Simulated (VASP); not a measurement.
Write the native input for VASP 6.6.1 that does the following.

```
Task                   : single point
Functional             : PBEsol
Potentials or basis    : VASP PAW PBE potentials, release 64 (Zn, Se)
Cutoff                 : 500 eV
k mesh                 : 6 × 6 × 6
Occupations            : fermi-dirac, width 0.1 eV
Spin                   : no spin polarisation
Dipole correction      : no
Further INCAR settings : ALGO = Normal; EDIFF = 1e-06; NBANDS = 16
```

The structure of ZnSe (Stilleite) lies in POSCAR:

```
ZnSe
1.0
    0.0000000000      2.8338000000      2.8338000000
    2.8338000000      0.0000000000      2.8338000000
    2.8338000000      2.8338000000      0.0000000000
Zn Se
1 1
Direct
    0.0000000000      0.0000000000      0.0000000000
    0.2500000000      0.2500000000      0.2500000000
```

These files were run (other wordings do the same):

INCAR

```
PREC = Accurate ; ENCUT = 500
EDIFF = 1E-6 ; ISMEAR = -1
SIGMA = 0.1 ; LREAL = F
LASPH = T ; NELM = 120
ALGO = Normal ; ISIF = 2
LWAVE = F ; LCHARG = F
GGA = PS ; NBANDS = 16
GGA_COMPAT = F
```

KPOINTS

```
Automatic mesh
0
Gamma
  6 6 6
```

Potentials or basis: VASP PAW PBE potentials, release 64 (Zn, Se).

The run is started by

```bash
$ cat potpaw_PBE.64/Zn/POTCAR potpaw_PBE.64/Se/POTCAR > POTCAR
$ mpirun -np 1 vasp_std > vasp.out
```

It gave:

The pressure is -0.9 GPa and the band gap on the k mesh is 1.17 eV, direct.

Caveat: the PAW data sets were made with another functional, which shifts forces and pressure a little.

Wall time 19 s on 1 thread of Intel Xeon 6975P-C, on a shared host, peak memory 0.16 GiB.
